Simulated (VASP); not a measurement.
# GeF5 (Cmmm) in VASP: notebook, part 2 of 2

VASP 6.6.1. The steps go on from the part before.

## 4. Relaxation of cell and atoms, PBE

This run uses another cell than the first one, of 12.80 Å³/atom.

The input, INCAR:

```
SYSTEM = GeF5
PREC = Accurate ; ENCUT = 600
EDIFF = 1E-6 ; ISMEAR = 0
SIGMA = 0.1 ; LREAL = .FALSE.
LASPH = .TRUE. ; NELM = 60
ALGO = Normal ; ISIF = 3
LWAVE = .FALSE. ; LCHARG = .FALSE.
GGA = PE ; IBRION = 2
NSW = 90 ; EDIFFG = -0.04
```

The input, KPOINTS:

```
Automatic mesh
0
G
  6 6 6
  0 0 0
```

The input, POSCAR:

```
GeF5
1.0
    1.8711466300     -5.4922878500      0.0000000000
    1.8711466300      5.4922878500      0.0000000000
    0.0000000000      0.0000000000      3.7369469700
Ge F
1 5
Direct
    0.0000000000      0.0000000000      0.0000000000
    0.3365818300      0.6634181700      0.0000000000
    0.6634181700      0.3365818300      0.0000000000
    0.5000000000      0.5000000000      0.5000000000
    0.8341655700      0.1658344300      0.5000000000
    0.1658344300      0.8341655700      0.5000000000
```

Launch:

```console
> cat potpaw_PBE.64/Ge_d/POTCAR potpaw_PBE.64/F/POTCAR > POTCAR
> mpirun -np 1 vasp_std > vasp.out
```

It took 30 min on 1 thread of Intel Xeon 6975P-C (Granite Rapids), shared host; peak memory 0.35 GiB.

The run converged. Its results:

```
Free energy                           : -19.0887 eV
Relaxed volume                        : 10.94 Å³/atom
Relaxed cell                          : a = 5.380 Å, b = 5.380 Å, c = 3.882 Å, α = 90.00°, β = 90.00°, γ = 144.24°
Space group after relaxing (to 0.1 Å) : Cmmm (No. 65)
Energy gained by relaxing             : 518.6 meV/atom
Ionic steps                           : 33
Pressure after relaxing               : -0.1 GPa
Largest force after relaxing          : 0.032 eV/Å
Band gap on the k mesh                : zero (an odd number of electrons rules out a gap without spin polarisation)
```

Forces on the atoms (eV/Å):
```
Ge   0.000  0.000  0.000
F    0.000 -0.021  0.000
F    0.000  0.021  0.000
F    0.000  0.000  0.000
F    0.000 -0.032  0.000
F    0.000  0.032  0.000
```

Stress tensor (GPa, compression positive):
```
 0.02  0.00  0.00
 0.00 -0.13  0.00
 0.00  0.00 -0.10
```

The path:
```csv
step,energy change (eV),largest force (eV/Å),pressure (GPa),volume (Å³)
1,0.0000,1.1463,-11.31,76.81
2,-1.0064,1.5632,-10.67,67.18
3,-0.4550,0.9706,65.89,43.07
4,-1.6353,1.8893,-5.33,59.43
5,-1.9531,1.5341,15.35,50.83
6,-1.9846,1.7244,8.03,52.95
7,-2.4202,0.5798,17.35,51.12
8,-2.4223,0.4441,18.49,50.96
9,-2.8361,0.2084,5.26,56.05
10,-2.8735,0.1176,0.94,58.80
11,-2.8738,0.1229,1.25,58.56
12,-2.9123,0.2045,0.20,59.17
13,-2.9560,0.6734,-2.31,60.91
14,-2.9766,0.6853,-1.64,60.93
15,-3.0060,0.7139,-0.15,60.95
16,-2.9741,0.7579,3.76,60.88
17,-3.0117,0.7199,0.73,60.94
18,-3.0415,0.5370,1.26,61.15
19,-3.0787,0.1465,3.02,61.77
20,-3.0956,0.1231,0.90,63.34
21,-3.0972,0.1217,0.16,64.00
22,-3.1023,0.0366,-0.01,64.22
23,-3.1035,0.1660,-0.36,64.48
24,-3.1036,0.1261,-0.32,64.42
25,-3.1053,0.0885,0.15,64.30
26,-3.1056,0.0579,0.57,64.20
27,-3.1069,0.0387,0.60,64.36
28,-3.1096,0.0221,0.46,64.83
29,-3.1087,0.1527,0.33,65.75
30,-3.1102,0.0775,0.39,65.20
31,-3.1109,0.0622,-0.24,65.71
32,-3.1109,0.0546,-0.11,65.60
33,-3.1113,0.0321,-0.07,65.65
```

Final structure:
```
CELL_PARAMETERS angstrom
1.65160 -5.12013 0.00000
1.65160 5.12013 0.00000
0.00000 0.00000 3.88156
ATOMIC_POSITIONS crystal
Ge 0.00000 0.00000 0.00000
F 0.38140 0.61860 0.00000
F 0.61860 0.38140 0.00000
F 0.50000 0.50000 0.50000
F 0.87334 0.12666 0.50000
F 0.12666 0.87334 0.50000
```

Levels at points of the mesh, in eV from the Fermi level:
```tsv
k point	band 22	band 23	band 24	band 25	band 26	band 27	band 28	band 29
(0.00, 0.00, 0.00)	-1.52	-0.91	-0.87	-0.72	0.04	5.32	7.36	9.42
(0.50, 0.00, 0.00)	-1.59	-0.78	-0.19	0.23	1.37	6.29	7.96	8.26
(0.50, 0.50, 0.00)	-1.47	-1.16	-0.82	-0.20	-0.08	4.90	7.44	9.34
(0.00, 0.00, 0.50)	-1.72	-1.44	-0.38	0.06	0.85	6.28	6.77	8.77
(0.50, 0.00, 0.50)	-1.52	-1.27	-0.20	0.20	1.16	6.46	8.73	9.04
(0.50, 0.50, 0.50)	-1.83	-1.44	-0.52	-0.05	0.91	6.34	6.56	8.71
```

Caveat: an odd number of electrons without spin polarisation forces a metal; a magnetic or distorted state may lie lower.

## 5. Single point, PBE

This run uses another cell than the first one, of 12.22 Å³/atom.

The input, INCAR:

```
SYSTEM = GeF5
PREC = Accurate
ENCUT = 520
EDIFF = 1E-6
ISMEAR = 0
SIGMA = 0.1
LREAL = .FALSE.
LASPH = .TRUE.
NELM = 100
ALGO = Normal
ISIF = 2
LWAVE = .FALSE.
LCHARG = .FALSE.
GGA = PE
NBANDS = 34
```

The input, KPOINTS:

```
Automatic mesh
0
G
  12 12 10
  0 0 0
```

The input, POSCAR:

```
GeF5
1.0
    1.6635507116     -5.6601419425      0.0000000000
    1.6635507116      5.6601419425      0.0000000000
    0.0000000000      0.0000000000      3.8934532478
Ge F
1 5
Direct
    0.0000000000      0.0000000000      0.0000000000
    0.3930544836      0.6069455164      0.0000000000
    0.6069455164      0.3930544836      0.0000000000
    0.5000000000      0.5000000000      0.5000000000
    0.8885687821      0.1114312179      0.5000000000
    0.1114312179      0.8885687821      0.5000000000
```

Launch:

```console
> cat potpaw_PBE.64/Ge_d/POTCAR potpaw_PBE.64/F/POTCAR > POTCAR
> mpirun -np 1 vasp_std > vasp.out
```

Wall time 6.7 min (1 thread of Intel Xeon 6975P-C (Granite Rapids), shared host); peak memory 0.6 GiB.

Results (log left out):

```yaml
Free_energy: -19.0696 eV
Pressure: 0.0 GPa
Largest_force: 0.051 eV/Å
Band_gap_on_the_k_mesh: zero (an odd number of electrons rules out a gap without spin polarisation)
```

Forces in eV/Å, atoms in the order of the input:
```
Ge   0.000  0.000  0.000
F    0.000  0.051  0.000
F    0.000 -0.051  0.000
F    0.000  0.000  0.000
F    0.000  0.008  0.000
F    0.000 -0.008  0.000
```

Stress tensor (GPa, compression positive):
```
 0.22  0.00  0.00
 0.00 -0.15  0.00
 0.00  0.00 -0.16
```

Levels at points of the mesh, in eV from the Fermi level:
```
           k point  band 22  band 23  band 24  band 25  band 26  band 27
(0.00, 0.00, 0.00)    -1.53    -0.89    -0.81    -0.80     0.04     5.17
(0.50, 0.00, 0.00)    -1.64    -0.74    -0.22     0.22     1.37     6.46
(0.50, 0.50, 0.00)    -1.52    -1.08    -0.79    -0.46     0.01     4.86
(0.00, 0.00, 0.50)    -1.85    -1.44    -0.44     0.06     0.88     6.39
(0.50, 0.00, 0.50)    -1.51    -1.36    -0.21     0.18     1.24     6.48
(0.50, 0.50, 0.50)    -1.98    -1.44    -0.49     0.04     0.91     6.45
```

Caveat: an odd number of electrons without spin polarisation forces a metal; a magnetic or distorted state may lie lower.

## 6. Overview

```csv
task,cell,k mesh,cutoff (eV),gap on the mesh (eV),pressure (GPa),largest force (eV/Å)
single point,"a = 5.830, b = 5.830, c = 3.889 Å, angles 90.0, 90.0, 146.9°, 6 atoms, atomic positions A",6 × 6 × 6,520,none,0.0,0.06
single point,"a = 5.802, b = 5.802, c = 3.737 Å, angles 90.0, 90.0, 142.4°, 6 atoms, atomic positions B",6 × 6 × 6,520,none,-11.3,1.15
relaxation of cell and atoms,"relaxed from a = 5.802, b = 5.802, c = 3.737 Å, angles 90.0, 90.0, 142.4°, 6 atoms, atomic positions B",6 × 6 × 6,600,none,-0.1,0.03
single point,"a = 5.900, b = 5.900, c = 3.893 Å, angles 90.0, 90.0, 147.2°, 6 atoms, atomic positions C",12 × 12 × 10,520,none,0.0,0.05
```

Alike in all rows: level PBE; potentials or basis VASP PAW PBE potentials, release 64 (Ge_d, F); no spin polarisation; smearing gaussian 0.1 eV.

Caveats: an odd number of electrons without spin polarisation forces a metal; a magnetic or distorted state may lie lower; the stress differs along the axes, from -15 to -9 GPa (at least some runs).

Absolute energies hang on the potentials; compare differences alone.
